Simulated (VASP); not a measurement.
# CO2 (P1) in VASP: a series of runs, part 2 of 2

VASP 6.6.1.

## Step 4: Single point, PBEsol

INCAR reads:

```
SYSTEM = CO2
PREC = Accurate ; ENCUT = 520
EDIFF = 1E-7 ; ISMEAR = 1
SIGMA = 0.15 ; LREAL = .False.
LASPH = .True. ; NELM = 60
ALGO = Normal ; ISIF = 2
LWAVE = .False. ; LCHARG = .True.
GGA = PS ; LELF = .True.
LVHAR = .True. ; NBANDS = 25
```

KPOINTS reads:

```
Automatic mesh
0
Gamma
  2 2 2
  0 0 0
```

POSCAR reads:

```
CO2
1.0
    2.6359100000     -2.3873800000      0.0000000000
    2.6359100000      2.3873800000      0.0000000000
    0.0000000000      0.0000000000      6.5871700000
C O
2 4
Direct
   -0.0369467062      0.0074961559      0.0197763228
    0.4842844080      0.5094756218      0.4610051054
    0.8576230150      0.1732824408      0.8736566689
    0.1164274443      0.8678235354      0.1589802601
    0.6870398813      0.2717838266      0.3713245597
    0.3289986149      0.7362312298      0.5816819666
```

Potentials or basis: VASP PAW PBE potentials, release 64 (C, O).

The run is started by

```sh
> cat potpaw_PBE.64/C/POTCAR potpaw_PBE.64/O/POTCAR > POTCAR
> mpirun -np 1 vasp_std > vasp.out
```

OUTCAR:

```text
SYSTEM = CO2
   PREC = Accurate
   ENCUT = 520
   EDIFF = 1E-7
   ISMEAR = 1
   LREAL = .False.
   LASPH = .True.
   NELM = 60
   ISIF = 2
   GGA = PS

 ion  position               nearest neighbor table
   1  0.963  0.007  0.020-   4 1.15   3 1.17
   2  0.484  0.509  0.461-   5 1.21   6 1.22
   3  0.858  0.173  0.874-   1 1.17
   4  0.116  0.868  0.159-   1 1.15
   5  0.687  0.272  0.371-   2 1.21
   6  0.329  0.736  0.582-   2 1.22

  LATTYP: Found a base centered orthorhombic cell.
 ALAT       =     4.7747600000
 B/A-ratio  =     1.1041015674
 C/A-ratio  =     1.3795813821

  Lattice vectors:

 A1 = (  -2.6359100000,  -2.3873800000,   0.0000000000)
 A2 = (   2.6359100000,  -2.3873800000,   0.0000000000)
 A3 = (   0.0000000000,   0.0000000000,   6.5871700000)

Analysis of symmetry for initial positions (statically):
=====================================================================
 Subroutine PRICEL returns:
 Original cell was already a primitive cell.

 Routine SETGRP: Setting up the symmetry group for a
 base centered orthorhombic supercell.

 Subroutine GETGRP returns: Found  1 space group operations
 (whereof  1 operations were pure point group operations)
 out of a pool of  8 trial point group operations.

The static configuration has the point symmetry C_1 .

Analysis of symmetry for dynamics (positions and initial velocities):
=====================================================================
 Subroutine PRICEL returns:
 Original cell was already a primitive cell.

 Routine SETGRP: Setting up the symmetry group for a
 base centered orthorhombic supercell.

 Subroutine GETGRP returns: Found  1 space group operations
 (whereof  1 operations were pure point group operations)
 out of a pool of  8 trial point group operations.

[... 110 lines left out ...]
     AMIX     =   0.40;   BMIX     =  1.00
     AMIX_MAG =   1.60;   BMIX_MAG =  1.00
  volume/ion in A,a.u.               =      13.82        93.25
  Fermi-wavevector in a.u.,A,eV,Ry     =   1.191968  2.252492 19.330981  1.420787
  Thomas-Fermi vector in A             =   2.328017
   LORBIT       =      0    0 simple, 1 ext, 2 COOP (PROOUT), +10 PAW based schemes
   GGA     = PS    functional components
   LHFCALC =     F    Hartree Fock is set to
   AEXX    =    0.0000 exact exchange contribution
   IVDW    =     0    specifies the selected vdW correction
   LEPSILON=     F    determine dielectric tensor
   LRPA    =     F    only Hartree local field effects (RPA)
 non-spin polarized calculation
 Methfessel and Paxton  Order N= 1 SIGMA  =   0.15
  energy-cutoff  :      520.00
  volume of cell :       82.91
 maximum number of plane-waves:      2260
 NGX is ok and might be reduce to    28
   NGX = 13   NGY = 13   NGZ = 25

 number of electron      31.9999997 magnetization

 Free energy of the ion-electron system (eV)
  ---------------------------------------------------
  ext. energy  EPLUGINS =         0.00000000
  ---------------------------------------------------
  free energy    TOTEN  =       -46.96954326 eV

  energy without entropy =      -46.97529613  energy(sigma->0) =      -46.97146088

 E-fermi :  -2.7095     XC(G=0):  -8.3261

 val. band max:       -2.7929126278   @ k =   0.5000   0.5000   0.0000
 cond. band min:       2.7528359884   @ k =   0.0000   0.0000   0.0000
 fundamental gap:      5.5457486161
 Fermi energy:        -2.7094701205

 k-point     1 :       0.0000    0.0000    0.0000
  band No.  band energies     occupation
      1     -24.0509      2.00000
      2     -23.0739      2.00000
      3     -22.8260      2.00000
      4     -21.7467      2.00000
      5      -8.6144      2.00000
      6      -8.3438      2.00000
[... 213 lines left out ...]
     24      10.5496      0.00000
     25      11.4097      0.00000

------------------------ aborting loop because EDIFF is reached ----------------------------------------

  FORCE on cell =-STRESS in cart. coord.  units (eV):
  Direction    XX          YY          ZZ          XY          YZ          ZX
  --------------------------------------------------------------------------------------
  -------------------------------------------------------------------------------------
  Total        0.4768217     -2.9849336     -0.2202391     -0.8918055     -5.0353915     -0.8987755
  in kB        9.2147940    -57.6851818     -4.2562190    -17.2345421    -97.3111993    -17.3692390
  external PRESSURE =     -17.5755356 kB  Pullay stress =       0.0000000 kB

 VOLUME and BASIS-vectors are now :
 -----------------------------------------------------------------------------
  energy-cutoff  :      520.00
  volume of cell :       82.91
      direct lattice vectors                 reciprocal lattice vectors
     2.635910000 -2.387380000  0.000000000     0.189687812 -0.209434610  0.000000000
     2.635910000  2.387380000  0.000000000     0.189687812  0.209434610  0.000000000
     0.000000000  0.000000000  6.587170000     0.000000000  0.000000000  0.151810261

 POSITION                                       TOTAL-FORCE (eV/Angst)
 -----------------------------------------------------------------------------------
      2.55828     -2.28128      0.13027         1.137359      0.593123     -1.723125
      2.61946      0.06014      3.03672         0.906961     -0.097386      2.516881
      2.71737     -1.63378      5.75492        -0.563581      0.618857     -0.079054
      2.59440      1.79387      1.04723        -0.571909     -1.648048      1.249267
      2.52737     -0.99137      2.44598         0.188123      3.572969      1.257329
      2.80785      0.97222      3.83164        -1.096953     -3.039515     -3.221297
 -----------------------------------------------------------------------------------
    total drift:                                0.000260      0.000250      0.000432

  FREE ENERGIE OF THE ION-ELECTRON SYSTEM (eV)
  ---------------------------------------------------
  free  energy   TOTEN  =       -46.9695432559 eV

  energy  without entropy=      -46.9752961343  energy(sigma->0) =      -46.97146088
```

Wall time 14 s (1 thread of Intel Xeon Platinum 8559C (Emerald Rapids), shared host); peak memory 0.17 GiB.

What came out:

- Free energy: -46.9695 eV
- Pressure: -1.8 GPa
- Largest force: 4.563 eV/Å
- Band gap on the k mesh: 5.55 eV, indirect (least direct gap 6.08 eV)

Forces in eV/Å, atoms in the order of the input:
```
C    1.137  0.593 -1.723
C    0.907 -0.097  2.517
O   -0.564  0.619 -0.079
O   -0.572 -1.648  1.249
O    0.188  3.573  1.257
O   -1.097 -3.040 -3.221
```

Levels at points of the mesh, in eV from the valence-band top:
```csv
k point,band 14,band 15,band 16,band 17,band 18,band 19
"(0.00, 0.00, 0.00)",-1.02,-0.83,-0.53,5.55,6.32,6.78
"(0.50, 0.00, 0.00)",-0.96,-0.79,-0.27,6.33,7.09,7.16
"(0.00, 0.50, 0.00)",-0.77,-0.49,-0.14,6.05,6.92,7.71
"(0.50, 0.50, 0.00)",-1.07,-0.52,0.00,6.85,7.51,7.92
"(0.00, 0.00, 0.50)",-0.92,-0.88,-0.66,6.16,6.21,6.60
"(0.50, 0.00, 0.50)",-1.10,-0.72,-0.20,6.38,7.02,7.21
"(0.00, 0.50, 0.50)",-0.83,-0.48,-0.08,6.09,6.93,7.74
"(0.50, 0.50, 0.50)",-0.90,-0.74,-0.14,6.89,7.52,7.89
```

Caveat: the k points lie up to 0.89 Å⁻¹ apart; the PAW data sets were made with another functional, which shifts forces and pressure a little. A k mesh can miss the band edges.
